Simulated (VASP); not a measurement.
## Al2Cu: single point with PBE

The system is Al2Cu.

```
CELL_PARAMETERS angstrom
5.87091 0.00000 0.00000
0.00000 5.87091 0.00000
0.00000 0.00000 4.97078
ATOMIC_POSITIONS crystal
Al 0.15992 0.34008 0.00000
Al 0.15992 0.65992 0.50000
Al 0.84008 0.34008 0.50000
Al 0.84008 0.65992 0.00000
Al 0.65992 0.84008 0.50000
Al 0.65992 0.15992 0.00000
Al 0.34008 0.84008 0.00000
Al 0.34008 0.15992 0.50000
Cu 0.00000 0.00000 0.75000
Cu 0.00000 0.00000 0.25000
Cu 0.50000 0.50000 0.25000
Cu 0.50000 0.50000 0.75000
```

This cell differs from its parent crystal: biaxial strain in the a-b plane: -3.0 %.

| Property | Result |
| --- | --- |
| Program | VASP 6.6.1 |
| Task | single point |
| Functional | PBE |
| Potentials or basis | VASP PAW PBE potentials, release 64 (Al, Cu) |
| Cutoff | 520 eV |
| k mesh | 6 × 6 × 8 |
| Occupations | gaussian, width 0.1 eV |
| Spin | no spin polarisation |
| Dipole correction | no |
| Further INCAR settings | ALGO = Fast; EDIFF = 1e-06; NBANDS = 46 |

```json
{
 "Pressure": "5.2 GPa",
 "Largest force": "0.049 eV/Å",
 "Band gap on the k mesh": "zero (bands 34 and 35 overlap by 2.05 eV)"
}
```

Forces on the atoms (eV/Å):
```
Al   0.035 -0.035  0.000
Al   0.035  0.035  0.000
Al  -0.035 -0.035  0.000
Al  -0.035  0.035  0.000
Al   0.035 -0.035  0.000
Al   0.035  0.035  0.000
Al  -0.035 -0.035  0.000
Al  -0.035  0.035  0.000
Cu   0.000  0.000  0.000
Cu   0.000  0.000  0.000
Cu   0.000  0.000  0.000
Cu   0.000  0.000  0.000
```

Stress tensor (GPa, compression positive):
```
7.08 0.00 0.00
0.00 7.08 0.00
0.00 0.00 1.54
```

Levels at points of the mesh, in eV from the Fermi level:
```tsv
k point	band 31	band 32	band 33	band 34	band 35	band 36	band 37	band 38
(0.00, 0.00, 0.00)	-1.70	-1.41	-1.41	-1.02	-0.16	0.07	1.28	1.28
(0.50, 0.00, 0.00)	-1.11	-1.11	-0.09	-0.09	0.12	0.12	1.36	1.36
(0.50, 0.50, 0.00)	-1.24	-1.24	-0.97	-0.97	-0.75	-0.75	1.17	1.17
(0.00, 0.00, 0.50)	-0.67	-0.67	-0.67	-0.67	-0.57	-0.57	0.48	0.48
(0.50, 0.00, 0.50)	-2.64	-2.64	0.40	0.40	0.40	0.40	3.78	3.78
(0.50, 0.50, 0.50)	0.64	0.64	0.89	0.89	0.89	0.89	2.12	2.12
```

It took 4.4 min on 1 thread of Intel(R) Xeon(R) 6975P-C (Granite Rapids) (shared host), peak memory 0.47 GiB.

Caveat: the cell differs from its parent crystal (biaxial strain in the a-b plane: -3.0 %); the stress differs along the axes, from 2 to 7 GPa.
